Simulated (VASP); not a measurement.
# Sb (P6_3/mmc) in VASP: further runs

Sb is run at these levels: PBEsol; tasks: single point.

Program: VASP 6.6.1. These are calculated values, not measurements. Logs are shortened: lines on timing, memory, paths and dates and some standing lists are left out, and cuts for length are marked.

### Step 1. The cell of the first run

Symmetry: P6_3/mmc, No. 194, hexagonal system. Conventional cell: a = 3.275 Å, b = 3.275 Å, c = 5.062 Å, α = 90.00°, β = 90.00°, γ = 120.00°. Sb (site symmetry -6m2) has 12 Sb at 3.16 to 3.28 Å within 4.2 Å.

### Step 2. Single point, PBEsol (volume scaled by 0.9)

File INCAR:

```
SYSTEM = Sb
  ALGO = Normal
  EDIFF = 1E-7
  ENCUT = 520
  GGA = PS
  ISIF = 2
  ISMEAR = -1
  LASPH = .True.
  LCHARG = .True.
  LELF = .True.
  LREAL = .False.
  LVHAR = .True.
  LWAVE = .False.
  NBANDS = 12
  NELM = 60
  PREC = Accurate
  SIGMA = 0.1
```

File KPOINTS:

```
k-points
0
Gamma
  13 13 7
  0 0 0
```

File POSCAR:

```
Sb
1.0
    3.2752082023      0.0000000000      0.0000000000
   -1.6376041011      2.8364135058      0.0000000000
    0.0000000000      0.0000000000      5.0620974677
Sb
2
Direct
    0.3333333333      0.6666666667      0.2500000000
    0.6666666667      0.3333333333      0.7500000000
```

Potentials or basis: VASP PAW PBE potentials, release 64 (Sb).

On the command line:

```console
$ cat potpaw_PBE.64/Sb/POTCAR > POTCAR
$ mpirun -np 1 vasp_std > vasp.out
```

OUTCAR:

```text
SYSTEM = Sb
   EDIFF = 1E-7
   ENCUT = 520
   GGA = PS
   ISIF = 2
   ISMEAR = -1
   LASPH = .True.
   LREAL = .False.
   NELM = 60
   PREC = Accurate

 ion  position               nearest neighbor table
   1  0.333  0.667  0.250-   2 3.16   2 3.16   2 3.16   2 3.16   2 3.16   2 3.16
   2  0.667  0.333  0.750-   1 3.16   1 3.16   1 3.16   1 3.16   1 3.16   1 3.16

  LATTYP: Found a hexagonal cell.
 ALAT       =     3.2752082023
 C/A-ratio  =     1.5455803586

  Lattice vectors:

 A1 = (   3.2752082023,   0.0000000000,   0.0000000000)
 A2 = (  -1.6376041011,   2.8364135058,   0.0000000000)
 A3 = (   0.0000000000,   0.0000000000,   5.0620974677)

Analysis of symmetry for initial positions (statically):
=====================================================================
 Subroutine PRICEL returns:
 Original cell was already a primitive cell.

 Routine SETGRP: Setting up the symmetry group for a
 hexagonal supercell.

 Subroutine GETGRP returns: Found 24 space group operations
 (whereof 12 operations were pure point group operations)
 out of a pool of 24 trial point group operations.

The static configuration has the point symmetry D_3d.
 The point group associated with its full space group is D_6h.

Analysis of symmetry for dynamics (positions and initial velocities):
=====================================================================
 Subroutine PRICEL returns:
 Original cell was already a primitive cell.

 Routine SETGRP: Setting up the symmetry group for a
 hexagonal supercell.

 Subroutine GETGRP returns: Found 24 space group operations
 (whereof 12 operations were pure point group operations)
 out of a pool of 24 trial point group operations.

The dynamic configuration has the point symmetry D_3d.
 The point group associated with its full space group is D_6h.

 Subroutine INISYM returns: Found 24 space group operations
 (whereof 12 operations are pure point group operations),
 and found     1 'primitive' translations

----------------------------------------------------------------------------------------

                                     Primitive cell

  volume of cell :      47.0261

  direct lattice vectors                    reciprocal lattice vectors
     3.275208202  0.000000000  0.000000000     0.305324101  0.176278952  0.000000000
    -1.637604101  2.836413506  0.000000000     0.000000000  0.352557904  0.000000000
     0.000000000  0.000000000  5.062097468     0.000000000  0.000000000  0.197546572
[... 86 lines left out ...]
   EDIFFG = 0.1E-05   stopping-criterion for IOM
   NSW    =      0    number of steps for IOM
   IBRION =     -1    ionic relax: 0-MD 1-quasi-New 2-CG
   NFREE  =      0    steps in history (QN), initial steepest desc. (CG)
   ISIF   =      2    stress and relaxation
   ISYM   =      2    0-nonsym 1-usesym 2-fastsym
   POTIM  = 0.5000    time-step for ionic-motion
   TEBEG  =    0.0;   TEEND  =   0.0 temperature during run
   PSTRESS=    0.0 pullay stress
   NELECT =      10.0000    total number of electrons
   NUPDOWN=      -1.0000    fix difference up-down
   EMIN   =  10.00;   EMAX   =-10.00  energy-range for DOS
   EFERMI =   0.00;   METHOD = LEGACY
   ISMEAR =    -1;   SIGMA  =   0.10  broadening in eV -4-tet -1-fermi 0-gaus
   EFERMI_NEDOS =   21; number of points for ismear=-14 and -15
   IALGO  =     38    algorithm
   IMIX   =      4    mixing-type and parameters
     AMIX     =   0.40;   BMIX     =  1.00
     AMIX_MAG =   1.60;   BMIX_MAG =  1.00
  volume/ion in A,a.u.               =      23.51       158.67
  Fermi-wavevector in a.u.,A,eV,Ry     =   0.977151  1.846548 12.991180  0.954825
  Thomas-Fermi vector in A             =   2.107826
   LORBIT       =      0    0 simple, 1 ext, 2 COOP (PROOUT), +10 PAW based schemes
   GGA     = PS    functional components
   LHFCALC =     F    Hartree Fock is set to
   AEXX    =    0.0000 exact exchange contribution
   IVDW    =     0    specifies the selected vdW correction
   LEPSILON=     F    determine dielectric tensor
   LRPA    =     F    only Hartree local field effects (RPA)
 non-spin polarized calculation
  energy-cutoff  :      520.00
  volume of cell :       47.03
 maximum number of plane-waves:      1283
   NGX = 13   NGY = 13   NGZ = 19

 number of electron      10.0000001 magnetization

 Free energy of the ion-electron system (eV)
  ---------------------------------------------------
  ext. energy  EPLUGINS =         0.00000000
  ---------------------------------------------------
  free energy    TOTEN  =        -8.56624487 eV

  energy without entropy =       -8.52957047  energy(sigma->0) =       -8.54790767

 E-fermi :  10.2684     XC(G=0): -10.9267

 val. band max:       10.2204078796   @ k =   0.4615   0.0769   0.4286
 cond. band min:      10.3048801383   @ k =   0.4615  -0.0000   0.2857
 fundamental gap:      0.0844722587
 Fermi energy:        10.2684250462

 k-point     1 :       0.0000    0.0000    0.0000
  band No.  band energies     occupation
      1      -3.8422      2.00000
      2       1.3549      2.00000
      3       3.6364      2.00000
      4      13.7786      0.00000
      5      13.7786      0.00000
      6      15.9048      0.00000
      7      15.9048      0.00000
      8      17.6641      0.00000
      9      17.8588      0.00000
     10      19.0364      0.00000
     11      20.6185      0.00000
     12      20.6185      0.00000
[... 331 lines left out ...]
 k-point    24 :       0.1538    0.0000    0.1429
  band No.  band energies     occupation
      1      -3.2656      2.00000
      2       0.9172      2.00000
      3       5.1687      2.00000
      4      10.5984      0.07116
      5      12.5569      0.00000
      6      13.7297      0.00000
      7      15.6946      0.00000
      8      15.8852      0.00000
      9      17.3222      0.00000
     10      19.6245      0.00000
     11      19.7760      0.00000
     12      20.5610      0.00000

 [... further k-points ...]
[... 5 lines left out ...]
  --------------------------------------------------------------------------------------
  -------------------------------------------------------------------------------------
  Total        2.6776111      2.6776111      2.6881946      0.0000000      0.0000000      0.0000000
  in kB       91.2261042     91.2261042     91.5866827      0.0000000      0.0000000      0.0000000
  external PRESSURE =      91.3462971 kB  Pullay stress =       0.0000000 kB

 VOLUME and BASIS-vectors are now :
 -----------------------------------------------------------------------------
  energy-cutoff  :      520.00
  volume of cell :       47.03
      direct lattice vectors                 reciprocal lattice vectors
     3.275208202  0.000000000  0.000000000     0.305324101  0.176278952  0.000000000
    -1.637604101  2.836413506  0.000000000     0.000000000  0.352557904  0.000000000
     0.000000000  0.000000000  5.062097468     0.000000000  0.000000000  0.197546572

 POSITION                                       TOTAL-FORCE (eV/Angst)
 -----------------------------------------------------------------------------------
     -0.00000      1.89094      1.26552        -0.000000      0.000000      0.000000
      1.63760      0.94547      3.79657         0.000000     -0.000000      0.000000
 -----------------------------------------------------------------------------------
    total drift:                               -0.000000      0.000000     -0.000000

  FREE ENERGIE OF THE ION-ELECTRON SYSTEM (eV)
  ---------------------------------------------------
  free  energy   TOTEN  =        -8.5662448710 eV

  energy  without entropy=       -8.5295704676  energy(sigma->0) =       -8.54790767
```

OSZICAR:

```text
N       E                     dE             d eps       ncg     rms          rms(c)
DAV:   1     0.342869399895E+02    0.34287E+02   -0.37060E+03  2016   0.677E+02
DAV:   2    -0.685719953875E+01   -0.41144E+02   -0.39851E+02  2632   0.111E+02
DAV:   3    -0.856800546321E+01   -0.17108E+01   -0.16890E+01  2484   0.251E+01
DAV:   4    -0.858047236729E+01   -0.12467E-01   -0.12464E-01  2360   0.261E+00
DAV:   5    -0.858060228126E+01   -0.12991E-03   -0.12991E-03  2400   0.290E-01    0.304E+00
DAV:   6    -0.857160180157E+01    0.90005E-02   -0.19181E-03  2352   0.213E-01    0.177E+00
DAV:   7    -0.856625898977E+01    0.53428E-02   -0.40904E-03  2180   0.308E-01    0.281E-02
DAV:   8    -0.856624609624E+01    0.12894E-04   -0.58176E-05  2496   0.549E-02    0.143E-02
DAV:   9    -0.856624481219E+01    0.12841E-05   -0.15341E-06  2268   0.876E-03    0.394E-03
DAV:  10    -0.856624487097E+01   -0.58788E-07   -0.68782E-08  1804   0.169E-03
   1 F= -.85662449E+01 E0= -.85479077E+01  d E =-.366744E-01
```

stdout:

```text
POSCAR found type information on POSCAR Sb
 POSCAR found :  1 types and       2 ions
 scaLAPACK will be used
 -----------------------------------------------------------------------------
|                                                                             |
|                                                                             |
|     You enforced a specific xc type in the INCAR file but a different       |
|     I HOPE YOU KNOW WHAT YOU ARE DOING!                                     |
|                                                                             |
 -----------------------------------------------------------------------------

 LDA part: xc-table for (Slater+PW92), standard interpolation
 POSCAR, INCAR and KPOINTS ok, starting setup
 FFT: planning ... GRIDC
 FFT: planning ... GRID_SOFT
 FFT: planning ... GRID
 WAVECAR not read
 entering main loop
```

It took 51 s on 1 thread of Intel Xeon 6975P-C, shared host; peak memory 0.18 GiB.

What came out:

| Quantity | Value |
| --- | --- |
| Free energy | -8.5662 eV |
| Pressure | 9.1 GPa |
| Band gap on the k mesh | zero (band 5 reaches 14.62 eV, above the bottom of band 6 at 7.12 eV) |

Caveat: the cell differs from its parent crystal (volume scaled by 0.9); the PAW data sets were made with another functional, which shifts forces and pressure a little; spin-orbit coupling is left out, which moves the levels of the heavy elements.

### Step 3. Single point, PBEsol

This run uses another cell than the first one, of 26.13 Å³/atom, 1.111 times its volume.

File INCAR:

```
SYSTEM = Sb
PREC = Accurate
ENCUT = 520
EDIFF = 1E-6
ISMEAR = -1
SIGMA = 0.1
LREAL = .FALSE.
LASPH = .TRUE.
NELM = 60
ALGO = Normal
ISIF = 2
LWAVE = .FALSE.
LCHARG = .FALSE.
GGA = PS
NBANDS = 12
```

File KPOINTS:

```
Automatic mesh
0
G
  13 13 7
  0 0 0
```

File POSCAR:

```
Sb
1.0
    3.4024476881      0.0000000000      0.0000000000
   -1.7012238441      2.9466061329      0.0000000000
    0.0000000000      0.0000000000      5.2117419701
Sb
2
Direct
    0.3333333333      0.6666666667      0.2500000000
    0.6666666667      0.3333333333      0.7500000000
```

Potentials or basis: VASP PAW PBE potentials, release 64 (Sb).

On the command line:

```console
$ cat potpaw_PBE.64/Sb/POTCAR > POTCAR
$ mpirun -np 1 vasp_std > vasp.out
```

OUTCAR:

```text
SYSTEM = Sb
   PREC = Accurate
   ENCUT = 520
   EDIFF = 1E-6
   ISMEAR = -1
   LREAL = .FALSE.
   LASPH = .TRUE.
   NELM = 60
   ISIF = 2
   GGA = PS

 ion  position               nearest neighbor table
   1  0.333  0.667  0.250-   2 3.26   2 3.26   2 3.26   2 3.26   2 3.26   2 3.26
   2  0.667  0.333  0.750-   1 3.26   1 3.26   1 3.26   1 3.26   1 3.26   1 3.26

  LATTYP: Found a hexagonal cell.
 ALAT       =     3.4024476881
 C/A-ratio  =     1.5317625568

  Lattice vectors:

 A1 = (   3.4024476881,   0.0000000000,   0.0000000000)
 A2 = (  -1.7012238441,   2.9466061329,   0.0000000000)
 A3 = (   0.0000000000,   0.0000000000,   5.2117419701)

Analysis of symmetry for initial positions (statically):
=====================================================================
 Subroutine PRICEL returns:
 Original cell was already a primitive cell.

 Routine SETGRP: Setting up the symmetry group for a
 hexagonal supercell.

 Subroutine GETGRP returns: Found 24 space group operations
 (whereof 12 operations were pure point group operations)
 out of a pool of 24 trial point group operations.

[... 168 lines left out ...]
 fundamental gap:      0.0228871279
 Fermi energy:         8.7674322966

 k-point     1 :       0.0000    0.0000    0.0000
  band No.  band energies     occupation
      1      -4.4176      2.00000
      2       0.1604      2.00000
      3       2.8815      2.00000
      4      11.7561      0.00000
      5      11.7561      0.00000
      6      13.6876      0.00000
      7      13.6876      0.00000
      8      15.2554      0.00000
      9      15.7902      0.00000
     10      17.3926      0.00000
     11      18.5789      0.00000
     12      18.5789      0.00000
[... 331 lines left out ...]
 k-point    24 :       0.1538    0.0000    0.1429
  band No.  band energies     occupation
      1      -3.8970      2.00000
      2      -0.1523      2.00000
      3       4.1564      2.00000
      4       8.9886      0.19739
      5      10.7397      0.00000
      6      11.6581      0.00000
      7      13.6207      0.00000
      8      13.6866      0.00000
      9      15.5841      0.00000
     10      17.8147      0.00000
     11      18.1191      0.00000
     12      18.6592      0.00000

 [... further k-points ...]
[... 5 lines left out ...]
  --------------------------------------------------------------------------------------
  -------------------------------------------------------------------------------------
  Total       -0.0126647     -0.0126647      0.0056471      0.0000000      0.0000000     -0.0000000
  in kB       -0.3883385     -0.3883385      0.1731554      0.0000000      0.0000000     -0.0000000
  external PRESSURE =      -0.2011739 kB  Pullay stress =       0.0000000 kB

 VOLUME and BASIS-vectors are now :
 -----------------------------------------------------------------------------
  energy-cutoff  :      520.00
  volume of cell :       52.25
      direct lattice vectors                 reciprocal lattice vectors
     3.402447688  0.000000000  0.000000000     0.293906062  0.169686744  0.000000000
    -1.701223844  2.946606133  0.000000000     0.000000000  0.339373488  0.000000000
     0.000000000  0.000000000  5.211741970     0.000000000  0.000000000  0.191874426

 POSITION                                       TOTAL-FORCE (eV/Angst)
 -----------------------------------------------------------------------------------
     -0.00000      1.96440      1.30294         0.000000      0.000000      0.000000
      1.70122      0.98220      3.90881        -0.000000     -0.000000      0.000000
 -----------------------------------------------------------------------------------
    total drift:                               -0.000000      0.000000      0.000000

  FREE ENERGIE OF THE ION-ELECTRON SYSTEM (eV)
  ---------------------------------------------------
  free  energy   TOTEN  =        -8.7002667234 eV

  energy  without entropy=       -8.6582598107  energy(sigma->0) =       -8.67926327
```

Wall time 62 s (1 thread of Intel Xeon 6975P-C, shared host); peak memory 0.2 GiB.

Results:

```
Free energy            : -8.7003 eV
Pressure               : 0.0 GPa
Band gap on the k mesh : zero (band 5 reaches 12.50 eV, above the bottom of band 6 at 6.05 eV)
```

Caveat: the PAW data sets were made with another functional, which shifts forces and pressure a little; spin-orbit coupling is left out, which moves the levels of the heavy elements.
